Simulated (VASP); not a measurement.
A run of VASP 6.6.1 is set up as follows.

INCAR

```
SYSTEM = Pt
PREC = Accurate
ENCUT = 520
EDIFF = 1E-6
ISMEAR = 0
SIGMA = 0.1
LREAL = Auto
LASPH = .True.
NELM = 60
ALGO = Normal
ISIF = 2
LWAVE = .False.
LCHARG = .False.
LDIPOL = .True.
IDIPOL = 3
DIPOL = 0.5 0.5 0.489
GGA = CA
NBANDS = 88
LUSENCCL = .False.
```

The input KPOINTS:

```
regular mesh
0
Gamma
  11 11 1
  0 0 0
```

Contents of POSCAR:

```
Pt
1.0
    5.5377774600      0.0000000000      0.0000000000
    0.0000000000      5.5377774600      0.0000000000
    0.0000000000      0.0000000000     23.8736998881
Pt
15
Direct
    0.2500000000      0.2500000000      0.3769838794
    0.2500000000      0.7500000000      0.3769838794
    0.7500000000      0.2500000000      0.3769838794
    0.7500000000      0.7500000000      0.3769838794
    0.0000000000      0.0000000000      0.4589946298
    0.0000000000      0.5000000000      0.4589946298
    0.5000000000      0.0000000000      0.4589946298
    0.5000000000      0.5000000000      0.4589946298
    0.2448931404      0.2448931404      0.5387571015
    0.2448931404      0.7551068596      0.5387571015
    0.7551068596      0.2448931404      0.5387571015
    0.7551068596      0.7551068596      0.5387571015
    0.0000000000      0.5000000000      0.6122596176
    0.5000000000      0.0000000000      0.6122596176
    0.5000000000      0.5000000000      0.6150939533
```

Potentials or basis: VASP PAW LDA potentials, release 64 (Pt).

Launch:

```console
$ cat potpaw_LDA.64/Pt/POTCAR > POTCAR
$ mpirun -np 1 vasp_std > vasp.out
```

Task: Estimate the band gap on the k mesh.

Result: Zero (bands 75 and 76 overlap by 0.61 eV).

Task: What does it give for the largest force?

Result: 1.145 eV/Å.

Forces in eV/Å, atoms in the order of the input:
```
Pt   0.013  0.013  0.640
Pt   0.013 -0.013  0.640
Pt  -0.013  0.013  0.640
Pt  -0.013 -0.013  0.640
Pt   0.000  0.000 -0.850
Pt   0.000  0.000 -0.340
Pt   0.000  0.000 -0.340
Pt   0.000  0.000 -1.145
Pt   0.005  0.005  0.000
Pt   0.005 -0.005  0.000
Pt  -0.005  0.005  0.000
Pt  -0.005 -0.005  0.000
Pt   0.000  0.000  0.043
Pt   0.000  0.000  0.043
Pt   0.000  0.000  0.029
```

Caveat: the cell differs from its parent crystal (atoms taken out); spin-orbit coupling is left out, which moves the levels of the heavy elements.
